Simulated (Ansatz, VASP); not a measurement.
As2H in VASP and in Ansatz

The input INCAR:

```
ALGO     = Normal         # electronic algorithm
DIPOL    = 0.5 0.5 0.305
EDIFF    = 1E-6           # SCF threshold, eV
ENCUT    = 520            # plane-wave cutoff, eV
GGA      = PE             # functional
IDIPOL   = 3            
ISIF     = 2              # what is computed and relaxed
ISMEAR   = 0              # smearing method
ISPIN    = 2              # spin polarisation
IVDW     = 12             # dispersion correction
LASPH    = T              # aspherical terms in the spheres
LCHARG   = T              # write CHGCAR
LDIPOL   = T            
LELF     = T              # ELF
LORBIT   = 11             # projections on sites
LREAL    = F              # projectors in reciprocal space
LVACPOTAV= T            
LVHAR    = T            
LWAVE    = F              # write WAVECAR
MAGMOM   = 0 0 1          # initial moments
NBANDS   = 16             # bands
NELM     = 150            # most SCF steps
PREC     = Accurate       # precision mode
SIGMA    = 0.05           # smearing width, eV
```

The input KPOINTS:

```
k-points
0
Gamma
  9 9 1
```

File POSCAR:

```
As2H
1.0
    3.5713387681      0.0000000000      0.0000000000
   -1.7856693841      3.0928700987      0.0000000000
    0.0000000000      0.0000000000     18.3976402524
As H
2 1
Direct
    0.3333333333      0.6666666667      0.2933876398
    0.6666666667      0.3333333333      0.2174191877
    0.3333333333      0.6666666667      0.4048149736
```

Input for Ansatz:

```yaml
crystal:
  lattice:
    - [3.5713387681, 0.0, 0.0]
    - [-1.7856693841, 3.0928700987, 0.0]
    - [0.0, 0.0, 18.3976402524]
  atoms:
    - { symbol: As, position: [0.3333333333, 0.6666666667, 0.2933876398] }
    - { symbol: As, position: [0.6666666667, 0.3333333333, 0.2174191877] }
    - { symbol: H, position: [0.3333333333, 0.6666666667, 0.4048149736], spin: 1.0 }
basis:
  ecutwfc: 420
kpoints:
  mp_grid: { grid: [9, 9, 1] }
hamiltonian:
  xc: pbe
  dispersion: d3bj
scf:
  occupations: { method: gaussian, width: 0.05 }
output:
  forces: true
  eigenvalues: true
  populations: true
magnetization:
  spin_polarized: true
efield:
  axis: 3
  dipole_correction: true
  ramp_width: 0.04
```

Alike in both runs: task single point; functional PBE; dispersion D3(BJ); k mesh 9 × 9 × 1; occupations gaussian, width 0.05 eV; collinear spin.

|  | VASP | Ansatz |
| --- | --- | --- |
| version | VASP 6.6.1 | Ansatz 0.2.0 |
| potentials or method | VASP PAW PBE potentials, release 64 (As, H), cutoff 520 eV | scalar-relativistic, plane waves, PAW |
| valence electrons in the cell | 11 | 31 |

|  | VASP | Ansatz | Ansatz less VASP |
| --- | --- | --- | --- |
| gap on the k mesh at the Fermi level (eV) | none | none | - |
| rms of the force components (eV/Å) | 0.470 | 0.455 | -0.0153 |
| net moment per atom (μB) | 0.23 | 0.23 | 0.000 |
| size of the moment on the site where the two differ most (μB) | 0.18 | 0.31 | +0.129 |
| work function, face that differs most (eV) | 5.01 | 5.01 | +0.005 |

Site moments also hang on the region over which each program counts them. Atom by atom the forces differ by 0.033 eV/Å (rms over components). A gap of «none» marks a metal or a gap that the smearing closes. VASP's potentials hold 11 valence electrons a cell and Ansatz's 31, so a difference there can come from the potentials and not from the codes.
